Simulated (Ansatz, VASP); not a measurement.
Two plane-wave programs on ZrC

Contents of INCAR:

```
SYSTEM = ZrC
PREC = Accurate
ENCUT = 520
EDIFF = 1E-6
ISMEAR = 0
SIGMA = 0.05
LREAL = .FALSE.
LASPH = .TRUE.
NELM = 80
ALGO = Normal
ISIF = 2
LWAVE = .FALSE.
LCHARG = .FALSE.
GGA = PS
NBANDS = 15
```

KPOINTS

```
Automatic mesh
0
G
  12 12 12
  0 0 0
```

Contents of POSCAR:

```
ZrC
1.0
    0.0000000000      2.3653061590      2.3653061590
    2.3653061590      0.0000000000      2.3653061590
    2.3653061590      2.3653061590      0.0000000000
Zr C
1 1
Direct
    0.5000000000      0.5000000000      0.5000000000
    0.0000000000      0.0000000000      0.0000000000
```

Input for Ansatz:

```yaml
crystal:
  lattice:
    - [0.0, 2.365306159, 2.365306159]
    - [2.365306159, 0.0, 2.365306159]
    - [2.365306159, 2.365306159, 0.0]
  atoms:
    - { symbol: Zr, position: [0.5, 0.5, 0.5] }
    - { symbol: C, position: [0.0, 0.0, 0.0] }
basis:
  ecutwfc: 420
  ecutrho_ratio: 4
kpoints:
  mp_grid: { grid: [12, 12, 12] }
hamiltonian:
  xc: pbesol
scf:
  occupations: { method: gaussian, width: 0.05 }
output:
  forces: true
  stress: true
  eigenvalues: true
```

Alike in both runs: task single point; functional PBEsol; k mesh 12 × 12 × 12; occupations gaussian, width 0.05 eV; no spin polarisation.

|  | VASP | Ansatz |
| --- | --- | --- |
| version | VASP 6.6.1 | Ansatz 0.2.0 |
| potentials or method | VASP PAW PBE potentials, release 64 (Zr_sv, C), cutoff 520 eV | scalar-relativistic, plane waves, PAW |
| valence electrons in the cell | 16 | 16 |

```tsv
	VASP	Ansatz	Ansatz less VASP
pressure (GPa)	-8.2	-8.5	-0.34
```

VASP's potentials were made for PBE, not for PBEsol. The functional is the same, so the differences come from potentials, cutoffs and numerics.
